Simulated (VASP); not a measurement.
# Si3BTe2 (P4/mmm) in VASP: notebook

Runs on Si3BTe2. Level: PBE. Tasks: single point.

Everything below comes from runs of VASP 6.6.1. Logs are shortened: lines on timing, memory, paths and dates and some standing lists are left out, and cuts for length are marked.

### 1 The cell of the first run

It takes space group P4/mmm (No. 123, tetragonal). The conventional cell has a = 3.316 Å, b = 3.316 Å, c = 9.880 Å, α = 90.00°, β = 90.00°, γ = 90.00°. Within 3.1 Å of Si (site symmetry 4mm) lie 1 Si at 2.28 Å and 4 B at 2.61 Å and 4 Te at 3.06 Å. Si (site symmetry 4/mmm) has 8 Te at 2.97 Å and 6 Si at 3.32 to 3.80 Å within 3.9 Å. Within 3.4 Å of B (site symmetry 4/mmm) lie 8 Si at 2.61 Å and 2 Te at 3.11 Å and 4 B at 3.32 Å. Within 3.9 Å of Te (site symmetry 4mm) lie 8 Si at 2.97 to 3.06 Å and 1 B at 3.11 Å and 5 Te at 3.32 to 3.66 Å.

The cell was generated, and may not be a known phase.

### 2 Single point, PBE

INCAR

```
SYSTEM = Si3BTe2
PREC = Accurate
ENCUT = 520
EDIFF = 1E-7
ISMEAR = 0
SIGMA = 0.1
LREAL = .FALSE.
LASPH = .TRUE.
NELM = 100
ALGO = Fast
ISIF = 2
LWAVE = .FALSE.
LCHARG = .FALSE.
GGA = PE
NBANDS = 22
```

KPOINTS

```
regular mesh
0
G
  6 6 2
  0 0 0
```

POSCAR

```
Si3BTe2
1.0
    3.3163872377      0.0000000000      0.0000000000
    0.0000000000      3.3163872377      0.0000000000
    0.0000000000      0.0000000000      9.8800877313
Si B Te
3 1 2
Direct
    0.5000000000      0.5000000000      0.1155311304
    0.5000000000      0.5000000000      0.5000000000
    0.5000000000      0.5000000000      0.8844688696
    0.0000000000      0.0000000000      0.0000000000
    0.0000000000      0.0000000000      0.3150299070
    0.0000000000      0.0000000000      0.6849700930
```

Potentials or basis: VASP PAW PBE potentials, release 64 (Si, B, Te).

Command:

```
> cat potpaw_PBE.64/Si/POTCAR potpaw_PBE.64/B/POTCAR potpaw_PBE.64/Te/POTCAR > POTCAR
> mpirun -np 1 vasp_std > vasp.out
```

OUTCAR:

```text
SYSTEM = Si3BTe2
   PREC = Accurate
   ENCUT = 520
   EDIFF = 1E-7
   ISMEAR = 0
   LREAL = .FALSE.
   LASPH = .TRUE.
   NELM = 100
   ISIF = 2
   GGA = PE

 ion  position               nearest neighbor table
   1  0.500  0.500  0.116-   3 2.28   4 2.61   4 2.61   4 2.61   4 2.61   5 3.06   5 3.06   5 3.06
                             5 3.06
   2  0.500  0.500  0.500-   5 2.97   6 2.97   5 2.97   6 2.97   5 2.97   6 2.97   5 2.97   6 2.97

   3  0.500  0.500  0.884-   1 2.28   4 2.61   4 2.61   4 2.61   4 2.61   6 3.06   6 3.06   6 3.06
                             6 3.06
   4  0.000  0.000  0.000-   1 2.61   3 2.61   1 2.61   3 2.61   1 2.61   3 2.61   1 2.61   3 2.61

   5  0.000  0.000  0.315-   2 2.97   2 2.97   2 2.97   2 2.97   1 3.06   1 3.06   1 3.06   1 3.06
                             6 3.66
   6  0.000  0.000  0.685-   2 2.97   2 2.97   2 2.97   2 2.97   3 3.06   3 3.06   3 3.06   3 3.06
                             5 3.66

  LATTYP: Found a simple tetragonal cell.
 ALAT       =     3.3163872377
 C/A-ratio  =     2.9791719191

  Lattice vectors:

 A1 = (   3.3163872377,   0.0000000000,   0.0000000000)
 A2 = (   0.0000000000,   3.3163872377,   0.0000000000)
 A3 = (   0.0000000000,   0.0000000000,   9.8800877313)

Analysis of symmetry for initial positions (statically):
=====================================================================
 Subroutine PRICEL returns:
 Original cell was already a primitive cell.

 Routine SETGRP: Setting up the symmetry group for a
 simple tetragonal supercell.

 Subroutine GETGRP returns: Found 16 space group operations
 (whereof 16 operations were pure point group operations)
 out of a pool of 16 trial point group operations.

The static configuration has the point symmetry D_4h.

Analysis of symmetry for dynamics (positions and initial velocities):
=====================================================================
 Subroutine PRICEL returns:
 Original cell was already a primitive cell.

 Routine SETGRP: Setting up the symmetry group for a
 simple tetragonal supercell.

 Subroutine GETGRP returns: Found 16 space group operations
 (whereof 16 operations were pure point group operations)
 out of a pool of 16 trial point group operations.

The dynamic configuration has the point symmetry D_4h.

 Subroutine INISYM returns: Found 16 space group operations
 (whereof 16 operations are pure point group operations),
 and found     1 'primitive' translations

----------------------------------------------------------------------------------------

                                     Primitive cell

  volume of cell :     108.6654

  direct lattice vectors                    reciprocal lattice vectors
     3.316387238  0.000000000  0.000000000     0.301532942  0.000000000  0.000000000
     0.000000000  3.316387238  0.000000000     0.000000000  0.301532942  0.000000000
     0.000000000  0.000000000  9.880087731     0.000000000  0.000000000  0.101213676

  length of vectors
     3.316387238  3.316387238  9.880087731     0.301532942  0.301532942  0.101213676

  position of ions in fractional coordinates (direct lattice)
     0.500000000  0.500000000  0.115531130
     0.500000000  0.500000000  0.500000000
     0.500000000  0.500000000  0.884468870
     0.000000000  0.000000000  0.000000000
     0.000000000  0.000000000  0.315029907
     0.000000000  0.000000000  0.684970093

  ion indices of the primitive-cell ions
   primitive index   ion index
                 1           1
                 2           2
                 3           3
                 4           4
                 5           5
                 6           6

----------------------------------------------------------------------------------------

 KPOINTS: regular mesh

Automatic generation of k-mesh.
 Grid dimensions read from file:
 generate k-points for:    6    6    2

 Generating k-lattice:

  Cartesian coordinates                     Fractional coordinates (reciprocal lattice)
     0.050255490  0.000000000  0.000000000     0.166666667  0.000000000  0.000000000
     0.000000000  0.050255490  0.000000000     0.000000000  0.166666667  0.000000000
     0.000000000  0.000000000  0.050606838     0.000000000  0.000000000  0.500000000

  Length of vectors
     0.050255490  0.050255490  0.050606838

  Shift w.r.t. Gamma in fractional coordinates (k-lattice)
     0.000000000  0.000000000  0.000000000

 Subroutine IBZKPT returns following result:
 ===========================================

 Found     20 irreducible k-points:

 Following reciprocal coordinates:
            Coordinates               Weight
  0.000000  0.000000  0.000000      1.000000
  0.166667  0.000000  0.000000      4.000000
  0.333333  0.000000  0.000000      4.000000
  0.500000  0.000000  0.000000      2.000000
  0.166667  0.166667  0.000000      4.000000
  0.333333  0.166667  0.000000      8.000000
[... 12 lines left out ...]
  0.500000  0.333333  0.500000      4.000000
  0.500000  0.500000  0.500000      1.000000
   k-points           NKPTS =     20   k-points in BZ     NKDIM =     20   number of bands    NBANDS=     22
   number of dos      NEDOS =    301   number of ions     NIONS =      6
   total plane-waves  NPLWV =  62720
   dimension x,y,z NGX =    28 NGY =   28 NGZ =   80
   dimension x,y,z NGXF=    56 NGYF=   56 NGZF=  160
   ions per type =               3   1   2
   NGX,Y,Z   is equivalent  to a cutoff of  14.04, 14.04, 13.46 a.u.
   NGXF,Y,Z  is equivalent  to a cutoff of  28.07, 28.07, 26.92 a.u.
 SYSTEM =  Si3BTe2
   PREC   = accura    normal or accurate (medium, high low for compatibility)
   ISTART =      0    job   : 0-new  1-cont  2-samecut
   ICHARG =      2    charge: 1-file 2-atom 10-const
   ISPIN  =      1    spin polarized calculation?
   LNONCOLLINEAR =      F non collinear calculations
   LSORBIT =      F    spin-orbit coupling
   LASPH  =      T    aspherical Exc in radial PAW
   ENCUT  =  520.0 eV  38.22 Ry    6.18 a.u.   6.17  6.17 18.37*2*pi/ulx,y,z
   NELM   =    100;   NELMIN=  2; NELMDL= -5     # of ELM steps
   EDIFF  = 0.1E-06   stopping-criterion for ELM
   LREAL  =      F    real-space projection
   EDIFFG = 0.1E-05   stopping-criterion for IOM
   NSW    =      0    number of steps for IOM
   IBRION =     -1    ionic relax: 0-MD 1-quasi-New 2-CG
   NFREE  =      0    steps in history (QN), initial steepest desc. (CG)
   ISIF   =      2    stress and relaxation
   ISYM   =      2    0-nonsym 1-usesym 2-fastsym
   POTIM  = 0.5000    time-step for ionic-motion
   TEBEG  =    0.0;   TEEND  =   0.0 temperature during run
   PSTRESS=    0.0 pullay stress
   NELECT =      27.0000    total number of electrons
   NUPDOWN=      -1.0000    fix difference up-down
   EMIN   =  10.00;   EMAX   =-10.00  energy-range for DOS
   EFERMI =   0.00;   METHOD = LEGACY
   ISMEAR =     0;   SIGMA  =   0.10  broadening in eV -4-tet -1-fermi 0-gaus
   EFERMI_NEDOS =   21; number of points for ismear=-14 and -15
   IALGO  =     68    algorithm
   IMIX   =      4    mixing-type and parameters
     AMIX     =   0.40;   BMIX     =  1.00
     AMIX_MAG =   1.60;   BMIX_MAG =  1.00
  volume/ion in A,a.u.               =      18.11       122.22
  Fermi-wavevector in a.u.,A,eV,Ry     =   1.029198  1.944902 14.411955  1.059249
  Thomas-Fermi vector in A             =   2.163233
   LORBIT       =      0    0 simple, 1 ext, 2 COOP (PROOUT), +10 PAW based schemes
   GGA     = PE    functional components
   LHFCALC =     F    Hartree Fock is set to
   AEXX    =    0.0000 exact exchange contribution
   IVDW    =     0    specifies the selected vdW correction
   LEPSILON=     F    determine dielectric tensor
   LRPA    =     F    only Hartree local field effects (RPA)
 non-spin polarized calculation
 RMM-DIIS sequential band-by-band and
 Gauss-broadening in eV      SIGMA  =   0.10
  energy-cutoff  :      520.00
  volume of cell :      108.67
 maximum number of plane-waves:      2984
 NGX is ok and might be reduce to    28
   NGX = 13   NGY = 13   NGZ = 37

 number of electron      27.0000000 magnetization

 Free energy of the ion-electron system (eV)
  ---------------------------------------------------
  ext. energy  EPLUGINS =         0.00000000
  ---------------------------------------------------
  free energy    TOTEN  =       -23.74086627 eV

  energy without entropy =      -23.72503562  energy(sigma->0) =      -23.73295095

 E-fermi :   8.8661     XC(G=0): -10.7239

 val. band max:        8.8333502655   @ k =   0.5000   0.1667   0.0000
 cond. band min:       8.8832525091   @ k =   0.3333   0.0000   0.5000
 fundamental gap:      0.0499022436
 Fermi energy:         8.8660984651

 k-point     1 :       0.0000    0.0000    0.0000
  band No.  band energies     occupation
      1      -5.7865      2.00000
      2      -4.8424      2.00000
      3      -3.0800      2.00000
      4       0.7863      2.00000
      5       1.1172      2.00000
      6       6.7360      2.00000
[... 14 lines left out ...]
     21      13.2410      0.00000
     22      13.3388      0.00000

 k-point     2 :       0.1667    0.0000    0.0000
  band No.  band energies     occupation
      1      -5.4406      2.00000
      2      -4.5151      2.00000
      3      -2.7422      2.00000
      4       1.0113      2.00000
      5       1.4409      2.00000
      6       4.3082      2.00000
[... 14 lines left out ...]
     21      13.8321      0.00000
     22      14.4927      0.00000

 k-point     3 :       0.3333    0.0000    0.0000
  band No.  band energies     occupation
      1      -4.4711      2.00000
      2      -3.6330      2.00000
      3      -1.7857      2.00000
      4       0.5237      2.00000
      5       1.8558      2.00000
      6       2.5968      2.00000
[... 14 lines left out ...]
     21      13.5022      0.00000
     22      13.6347      0.00000

 k-point     4 :       0.5000    0.0000    0.0000
  band No.  band energies     occupation
      1      -3.5755      2.00000
      2      -2.9230      2.00000
      3      -1.2714      2.00000
      4      -0.0605      2.00000
      5       0.7122      2.00000
      6       0.8768      2.00000
[... 14 lines left out ...]
     21      13.2889      0.00000
     22      13.3112      0.00000

 k-point     5 :       0.1667    0.1667    0.0000
  band No.  band energies     occupation
      1      -5.0964      2.00000
      2      -4.1894      2.00000
      3      -2.4057      2.00000
      4       1.2347      2.00000
      5       1.7607      2.00000
      6       4.3444      2.00000
[... 14 lines left out ...]
     21      13.5437      0.00000
     22      14.6748      0.00000

 k-point     6 :       0.3333    0.1667    0.0000
  band No.  band energies     occupation
      1      -4.1344      2.00000
      2      -3.3140      2.00000
      3      -1.4540      2.00000
      4       0.8380      2.00000
      5       2.1792      2.00000
      6       2.8889      2.00000
[... 14 lines left out ...]
     21      13.6051      0.00000
     22      14.0704      0.00000

 k-point     7 :       0.5000    0.1667    0.0000
  band No.  band energies     occupation
      1      -3.2558      2.00000
      2      -2.6149      2.00000
      3      -0.9206      2.00000
      4       0.2852      2.00000
      5       1.0440      2.00000
      6       1.2419      2.00000
[... 224 lines left out ...]
      6       2.2856      2.00000
[... 14 lines left out ...]
     21      13.5125      0.00000
     22      13.9432      0.00000

 k-point    17 :       0.5000    0.1667    0.5000
  band No.  band energies     occupation
      1      -3.2215      2.00000
      2      -2.6776      2.00000
      3      -0.7695      2.00000
      4      -0.2165      2.00000
      5       1.3761      2.00000
      6       2.4349      2.00000
[... 14 lines left out ...]
     21      13.8991      0.00000
     22      14.4063      0.00000

 k-point    18 :       0.3333    0.3333    0.5000
  band No.  band energies     occupation
      1      -3.1436      2.00000
      2      -2.6018      2.00000
      3      -0.3292      2.00000
      4       1.4830      2.00000
      5       2.4946      2.00000
      6       3.0199      2.00000
[... 14 lines left out ...]
     21      12.2032      0.00000
     22      13.1410      0.00000

 k-point    19 :       0.5000    0.3333    0.5000
  band No.  band energies     occupation
      1      -2.3738      2.00000
      2      -1.8614      2.00000
      3       0.2019      2.00000
      4       0.8811      2.00000
      5       2.2641      2.00000
      6       3.2788      2.00000
[... 14 lines left out ...]
     21      12.7163      0.00000
     22      13.7089      0.00000

 k-point    20 :       0.5000    0.5000    0.5000
  band No.  band energies     occupation
      1      -1.7181      2.00000
      2      -1.2468      2.00000
      3       1.1927      2.00000
      4       2.6249      2.00000
      5       2.6249      2.00000
      6       2.6700      2.00000
[... 14 lines left out ...]
     21      11.2318      0.00000
     22      12.5672      0.00000

------------------------ aborting loop because EDIFF is reached ----------------------------------------

  FORCE on cell =-STRESS in cart. coord.  units (eV):
  Direction    XX          YY          ZZ          XY          YZ          ZX
  --------------------------------------------------------------------------------------
  -------------------------------------------------------------------------------------
  Total        0.0620758      0.0620758     -0.2151925      0.0000000     -0.0000000      0.0000000
  in kB        0.9152536      0.9152536     -3.1728272      0.0000000     -0.0000000      0.0000000
  external PRESSURE =      -0.4474400 kB  Pullay stress =       0.0000000 kB

 VOLUME and BASIS-vectors are now :
 -----------------------------------------------------------------------------
  energy-cutoff  :      520.00
  volume of cell :      108.67
      direct lattice vectors                 reciprocal lattice vectors
     3.316387238  0.000000000  0.000000000     0.301532942  0.000000000  0.000000000
     0.000000000  3.316387238  0.000000000     0.000000000  0.301532942  0.000000000
     0.000000000  0.000000000  9.880087731     0.000000000  0.000000000  0.101213676

 POSITION                                       TOTAL-FORCE (eV/Angst)
 -----------------------------------------------------------------------------------
      1.65819      1.65819      1.14146         0.000000     -0.000000     -0.037149
      1.65819      1.65819      4.94004         0.000000      0.000000      0.000000
      1.65819      1.65819      8.73863        -0.000000     -0.000000      0.037149
      0.00000      0.00000      0.00000         0.000000      0.000000      0.000000
      0.00000      0.00000      3.11252         0.000000      0.000000      0.018169
      0.00000      0.00000      6.76756        -0.000000      0.000000     -0.018169
 -----------------------------------------------------------------------------------
    total drift:                               -0.000000      0.000000      0.000000

  FREE ENERGIE OF THE ION-ELECTRON SYSTEM (eV)
  ---------------------------------------------------
  free  energy   TOTEN  =       -23.7408662709 eV

  energy  without entropy=      -23.7250356202  energy(sigma->0) =      -23.73295095
```

It took 84 s on 1 thread of Oxide Virtual Turin-like, shared host; peak memory 0.23 GiB.

Results:

- Free energy: -23.7409 eV
- Pressure: 0.0 GPa
- Largest force: 0.037 eV/Å
- Band gap on the k mesh: zero (an odd number of electrons rules out a gap without spin polarisation)

Forces in eV/Å, atoms in the order of the input:
```
Si   0.000  0.000 -0.037
Si   0.000  0.000  0.000
Si   0.000  0.000  0.037
B    0.000  0.000  0.000
Te   0.000  0.000  0.018
Te   0.000  0.000 -0.018
```

Stress tensor (GPa, compression positive):
```
 0.09  0.00  0.00
 0.00  0.09  0.00
 0.00  0.00 -0.32
```

Caveat: spin-orbit coupling is left out, which moves the levels of the heavy elements; an odd number of electrons without spin polarisation forces a metal; a magnetic or distorted state may lie lower.

### 3 Single point, PBE

This run uses another cell than the first one, of 24.59 Å³/atom.

INCAR

```
SYSTEM = Si3BTe2
PREC = Accurate
ENCUT = 520
EDIFF = 1E-6
ISMEAR = 0
SIGMA = 0.1
LREAL = .False.
LASPH = .True.
NELM = 80
ALGO = Normal
ISIF = 2
LWAVE = .False.
LCHARG = .False.
GGA = PE
NBANDS = 22
```

KPOINTS

```
regular mesh
0
Gamma
  6 6 2
  0 0 0
```

POSCAR

```
Si3BTe2
1.0
    3.5985582700      0.0000000000      0.0000000000
    0.0000000000      3.5985582700      0.0000000000
    0.0000000000      0.0000000000     11.3948840700
Si B Te
3 1 2
Direct
    0.5000000000      0.5000000000      0.1787200000
    0.5000000000      0.5000000000      0.5000000000
    0.5000000000      0.5000000000      0.8212800000
    0.0000000000      0.0000000000      0.0000000000
    0.0000000000      0.0000000000      0.3334420000
    0.0000000000      0.0000000000      0.6665580000
```

Potentials or basis: VASP PAW PBE potentials, release 64 (Si, B, Te).

Command:

```
> cat potpaw_PBE.64/Si/POTCAR potpaw_PBE.64/B/POTCAR potpaw_PBE.64/Te/POTCAR > POTCAR
> mpirun -np 1 vasp_std > vasp.out
```

Run time: 77 s. Hardware: 1 thread of Oxide Virtual Turin-like, shared host; peak memory 0.24 GiB.

Results (log left out):

```yaml
Free_energy: -21.0922 eV
Pressure: -7.4 GPa
Largest_force: 0.330 eV/Å
Band_gap_on_the_k_mesh: zero (an odd number of electrons rules out a gap without spin polarisation)
```

Forces in eV/Å, atoms in the order of the input:
```
Si   0.000  0.000 -0.330
Si   0.000  0.000  0.000
Si   0.000  0.000  0.330
B    0.000  0.000  0.000
Te   0.000  0.000 -0.319
Te   0.000  0.000  0.319
```

Stress tensor (GPa, compression positive):
```
-6.42  0.00  0.00
 0.00 -6.42  0.00
 0.00  0.00 -9.36
```

Levels at points of the mesh, in eV from the Fermi level:
```tsv
k point	band 11	band 12	band 13	band 14	band 15	band 16
(0.00, 0.00, 0.00)	-0.98	-0.44	-0.40	1.11	1.11	2.12
(0.50, 0.00, 0.00)	0.13	0.37	0.49	0.52	0.54	1.39
(0.50, 0.50, 0.00)	-2.50	-2.24	-2.24	-1.33	-1.01	-0.07
(0.00, 0.00, 0.50)	-1.03	-1.03	0.83	0.87	1.56	1.56
(0.50, 0.00, 0.50)	-1.18	-0.82	0.14	0.52	1.87	2.13
(0.50, 0.50, 0.50)	-2.84	-1.71	-1.71	-1.41	-1.41	-1.38
```

Caveat: the cell stands under tension; spin-orbit coupling is left out, which moves the levels of the heavy elements; an odd number of electrons without spin polarisation forces a metal; a magnetic or distorted state may lie lower.

The gap in the log of VASP goes by the Fermi energy; the results here count the filled bands.